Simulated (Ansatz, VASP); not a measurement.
# One calculation of AgBr, two programs

INCAR

```
SYSTEM = AgBr
ALGO = Normal
EDIFF = 1E-6
ENCUT = 500
GGA = PS
GGA_COMPAT = .FALSE.
ISIF = 2
ISMEAR = -1
LASPH = .TRUE.
LCHARG = .FALSE.
LMAXMIX = 4
LNONCOLLINEAR = .TRUE.
LORBIT = 11
LORBMOM = .TRUE.
LREAL = .FALSE.
LSORBIT = .TRUE.
LWAVE = .FALSE.
MAGMOM = 0 0 0 0 0 0
NBANDS = 30
NELM = 200
PREC = Accurate
SIGMA = 0.01
```

KPOINTS

```
k-points
0
G
  8 8 8
  0 0 0
```

The input POSCAR:

```
AgBr
1.0
    2.7135752537      2.7135752537      0.0000000000
   -2.7135752537      2.7135752537      0.0000000000
    0.0000000000      2.7135752537      2.7135752537
Ag Br
1 1
Direct
    0.0000000000      0.0000000000      0.0000000000
    0.5000000000      0.5000000000      0.0000000000
```

Input for Ansatz:

```yaml
crystal:
  lattice:
    - [2.71357525371, 2.71357525371, 0.0]
    - [-2.71357525371, 2.71357525371, 0.0]
    - [0.0, 2.71357525371, 2.71357525371]
  atoms:
    - { symbol: Ag, position: [0.0, 0.0, 0.0] }
    - { symbol: Br, position: [0.5, 0.5, 0.0] }
kpoints:
  mp_grid: { grid: [8, 8, 8] }
scf:
  occupations: { method: fermi_dirac, width: 0.01 }
  convergence: { dr2_threshold: 1.0e-10 }
hamiltonian:
  xc: pbesol
  pseudopotentials: { kind: all_electron, lapw: { basis_error: 0.0005 } }
magnetization:
  noncollinear: true
  spin_orbit: true
output:
  forces: true
  stress: true
  eigenstates:
    kpoints:
      - [0.0, 0.0, 0.0]
      - [0.5, 0.0, 0.0]
      - [0.0, 0.5, 0.5]
      - [0.0, -0.5, 0.0]
      - [0.5, 0.0, 0.5]
      - [-0.5, -0.5, -0.5]
      - [-0.5, 0.5, 0.0]
      - [0.0, 0.0, -0.5]
  eigenvalues: true
```

Alike in both runs: task single point; functional PBEsol; k mesh 8 × 8 × 8; occupations fermi-dirac, width 0.01 eV; non-collinear spin, spin-orbit coupling.

|  | VASP | Ansatz |
| --- | --- | --- |
| version | VASP 6.6.1 | Ansatz 0.2.0 |
| potentials or method | VASP PAW PBE potentials, release 64 (Ag, Br), cutoff 500 eV | all-electron LAPW |

```tsv
	VASP	Ansatz	Ansatz less VASP
pressure (GPa)	10.0	10.0	+0.01
```

VASP's potentials were made for PBE, not for PBEsol. Ansatz ran all-electron here, and VASP with PAW potentials.
